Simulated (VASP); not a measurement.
WS2: single point with LDA

WS2, a slab with vacuum:

```
W S
1.0
     3.24595    0.00000    0.00000
    -1.62298    2.81108    0.00000
     0.00000    0.00000   17.28303
W S
1 2
Direct
  0.00000 0.00000 0.00000
  0.33333 0.66667 0.09200
  0.33333 0.66667 0.90800
```

This cell differs from its parent crystal: volume scaled by 1.06.

```
Program                : VASP 6.6.1
Task                   : single point
Functional             : LDA
Potentials or basis    : VASP PAW LDA potentials, release 64 (W_sv, S)
Cutoff                 : 520 eV
k mesh                 : 10 × 10 × 2
Occupations            : fermi-dirac, width 0.05 eV
Spin                   : no spin polarisation
Dipole correction      : no
Further INCAR settings : ALGO = Normal; EDIFF = 1e-07; NBANDS = 20
```

```
Largest force          : 1.294 eV/Å
Band gap on the k mesh : 1.82 eV, indirect (least direct gap 1.98 eV)
```

Forces on the atoms (eV/Å):
```
W    0.000  0.000  0.000
S    0.000  0.000 -1.294
S    0.000  0.000  1.294
```

Levels at points of the mesh, in eV from the valence-band top:
```
           k point  band 11  band 12  band 13  band 14  band 15  band 16
(0.00, 0.00, 0.00)    -1.59    -1.59     0.00     2.70     2.70     2.83
(0.50, 0.00, 0.00)    -2.02    -1.26    -0.85     2.57     3.00     3.83
(0.00, 0.00, 0.50)    -1.59    -1.59     0.00     2.70     2.70     2.83
(0.50, 0.00, 0.50)    -2.02    -1.26    -0.85     2.57     3.00     3.83
```

Wall time 76 s on 1 thread of AMD EPYC 9R45 96-Core Processor (Zen 5), on a shared host, peak memory 0.23 GiB.

Caveat: spin-orbit coupling is left out, which moves the levels of the heavy elements.
